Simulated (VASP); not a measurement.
# NaH (R3m) in VASP: further runs, part 2 of 2

VASP 6.6.1. The steps go on from the part before.

### 3 Single point, PBE (epitaxial 111 strain -5.0%)

Input file INCAR:

```
SYSTEM = NaH
PREC = Accurate
ENCUT = 520
EDIFF = 1E-6
ISMEAR = -1
SIGMA = 0.02
LREAL = .False.
LASPH = .True.
NELM = 100
ALGO = Normal
ISIF = 2
LWAVE = .False.
LCHARG = .False.
GGA = PE
NBANDS = 11
```

Input file KPOINTS:

```
regular mesh
0
Gamma
  8 8 8
  0 0 0
```

Input file POSCAR:

```
NaH
1.0
    0.1259739065      2.5930489098      2.5930489098
    2.5930489098      0.1259739065      2.5930489098
    2.5930489098      2.5930489098      0.1259739065
Na H
1 1
Direct
    0.0051743684      0.0051743684      0.0051743684
    0.2448256316      0.2448256316      0.2448256316
```

Potentials or basis: VASP PAW PBE potentials, release 64 (Na_pv, H).

On the command line:

```
cat potpaw_PBE.64/Na_pv/POTCAR potpaw_PBE.64/H/POTCAR > POTCAR
mpirun -np 1 vasp_std > vasp.out
```

OUTCAR:

```text
SYSTEM = NaH
   PREC = Accurate
   ENCUT = 520
   EDIFF = 1E-6
   ISMEAR = -1
   LREAL = .False.
   LASPH = .True.
   NELM = 100
   ISIF = 2
   GGA = PE

 ion  position               nearest neighbor table
   1  0.005  0.005  0.005-
   2  0.245  0.245  0.245-

  LATTYP: Found a trigonal (rhomboedric) cell.
 ALAT       =     3.6692880403
 COS(alpha) =     0.5479347803

  Lattice vectors:

 A1 = (   0.1259739065,   2.5930489098,   2.5930489098)
 A2 = (   2.5930489098,   0.1259739065,   2.5930489098)
 A3 = (   2.5930489098,   2.5930489098,   0.1259739065)

Analysis of symmetry for initial positions (statically):
=====================================================================
 Subroutine PRICEL returns:
 Original cell was already a primitive cell.

 Routine SETGRP: Setting up the symmetry group for a
 trigonal (rhombohedral) supercell.

 Subroutine GETGRP returns: Found  6 space group operations
 (whereof  6 operations were pure point group operations)
 out of a pool of 12 trial point group operations.

The static configuration has the point symmetry C_3v.

Analysis of symmetry for dynamics (positions and initial velocities):
[... 168 lines left out ...]
      2     -23.5430      2.00000
      3     -23.5333      2.00000
      4      -4.7090      2.00000
      5       6.9402      0.00000
      6      11.1577      0.00000
      7      12.6930      0.00000
      8      12.6930      0.00000
      9      14.0920      0.00000
     10      15.7446      0.00000
     11      15.7446      0.00000
[... 309 lines left out ...]
 k-point    24 :       0.3750    0.1250    0.1250
  band No.  band energies     occupation
      1     -23.5812      2.00000
      2     -23.5492      2.00000
      3     -23.5462      2.00000
      4      -3.3706      2.00000
      5       4.0456      0.00000
      6       7.9992      0.00000
      7      11.6338      0.00000
      8      12.3503      0.00000
      9      14.1646      0.00000
     10      14.3046      0.00000
     11      17.4822      0.00000

 [... further k-points ...]

------------------------ aborting loop because EDIFF is reached ----------------------------------------

  FORCE on cell =-STRESS in cart. coord.  units (eV):
  Direction    XX          YY          ZZ          XY          YZ          ZX
  --------------------------------------------------------------------------------------
  -------------------------------------------------------------------------------------
  Total        0.3727298      0.3727298      0.3727298     -0.1520931     -0.1520931     -0.1520931
  in kB       18.4703878     18.4703878     18.4703878     -7.5368767     -7.5368767     -7.5368767
  external PRESSURE =      18.4703878 kB  Pullay stress =       0.0000000 kB

 VOLUME and BASIS-vectors are now :
 -----------------------------------------------------------------------------
  energy-cutoff  :      520.00
  volume of cell :       32.33
      direct lattice vectors                 reciprocal lattice vectors
     0.125973907  2.593048910  2.593048910    -0.207475380  0.197862925  0.197862925
     2.593048910  0.125973907  2.593048910     0.197862925 -0.207475380  0.197862925
     2.593048910  2.593048910  0.125973907     0.197862925  0.197862925 -0.207475380

 POSITION                                       TOTAL-FORCE (eV/Angst)
 -----------------------------------------------------------------------------------
      0.02749      0.02749      0.02749        -0.003963     -0.003963     -0.003963
      1.30053      1.30053      1.30053         0.003963      0.003963      0.003963
 -----------------------------------------------------------------------------------
    total drift:                               -0.000193     -0.000193     -0.000192

  FREE ENERGIE OF THE ION-ELECTRON SYSTEM (eV)
  ---------------------------------------------------
  free  energy   TOTEN  =        -4.9608752587 eV

  energy  without entropy=       -4.9608752587  energy(sigma->0) =       -4.96087526
```

OSZICAR:

```text
N       E                     dE             d eps       ncg     rms          rms(c)
DAV:   1     0.352120345670E+02    0.35212E+02   -0.43884E+03  1433   0.764E+02
DAV:   2    -0.415375344621E+01   -0.39366E+02   -0.38835E+02  1472   0.184E+02
DAV:   3    -0.550494077905E+01   -0.13512E+01   -0.13494E+01  1759   0.336E+01
DAV:   4    -0.551488104637E+01   -0.99403E-02   -0.99392E-02  1649   0.290E+00
DAV:   5    -0.551498915231E+01   -0.10811E-03   -0.10810E-03  1640   0.310E-01    0.360E+00
DAV:   6    -0.506278812934E+01    0.45220E+00   -0.46402E-01  1841   0.269E+00    0.164E+00
DAV:   7    -0.495017346885E+01    0.11261E+00   -0.44655E-01  1662   0.221E+00    0.407E-01
DAV:   8    -0.496075009536E+01   -0.10577E-01   -0.20685E-02  1499   0.105E+00    0.994E-02
DAV:   9    -0.496086368272E+01   -0.11359E-03   -0.22546E-03  1667   0.393E-01    0.236E-02
DAV:  10    -0.496085433777E+01    0.93449E-05   -0.10529E-04  1580   0.836E-02    0.697E-03
DAV:  11    -0.496087608132E+01   -0.21744E-04   -0.36297E-05  1565   0.247E-02    0.795E-03
DAV:  12    -0.496087525874E+01    0.82258E-06   -0.35329E-06  1652   0.761E-03
   1 F= -.49608753E+01 E0= -.49608753E+01  d E =-.247068E-11
```

stdout:

```text
POSCAR found type information on POSCAR NaH
 POSCAR found :  2 types and       2 ions
 scaLAPACK will be used
 LDA part: xc-table for (Slater+PW92), standard interpolation
 POSCAR, INCAR and KPOINTS ok, starting setup
 FFT: planning ... GRIDC
 FFT: planning ... GRID_SOFT
 FFT: planning ... GRID
 WAVECAR not read
 entering main loop
```

Run time: 17 s. Hardware: 1 thread of Intel Xeon Platinum 8375C at 2.90GHz (Ice Lake), shared host; peak memory 0.15 GiB.

What came out:

- Free energy: -4.9609 eV
- Pressure: 1.8 GPa
- Largest force: 0.007 eV/Å
- Band gap on the k mesh: 3.30 eV, indirect (least direct gap 4.32 eV)

Forces in eV/Å, atoms in the order of the input:
```
Na  -0.004 -0.004 -0.004
H    0.004  0.004  0.004
```

Stress tensor (GPa, compression positive):
```
 1.85 -0.75 -0.75
-0.75  1.85 -0.75
-0.75 -0.75  1.85
```

Levels at points of the mesh, in eV from the valence-band top:
```
           k point  band 1  band 2  band 3  band 4  band 5  band 6  band 7  band 8
(0.00, 0.00, 0.00)  -21.90  -21.90  -21.89   -3.07    8.58   12.80   14.34   14.34
(0.50, 0.00, 0.00)  -21.97  -21.91  -21.90   -0.68    3.78   11.06   12.52   13.23
(0.50, 0.50, 0.00)  -21.96  -21.92  -21.91   -0.08    5.15    7.64    9.63   10.72
(0.50, 0.50, 0.50)  -21.94  -21.91  -21.91   -1.02    3.30   11.51   13.70   13.70
```

Caveat: the cell differs from its parent crystal (epitaxial 111 strain -5.0%).
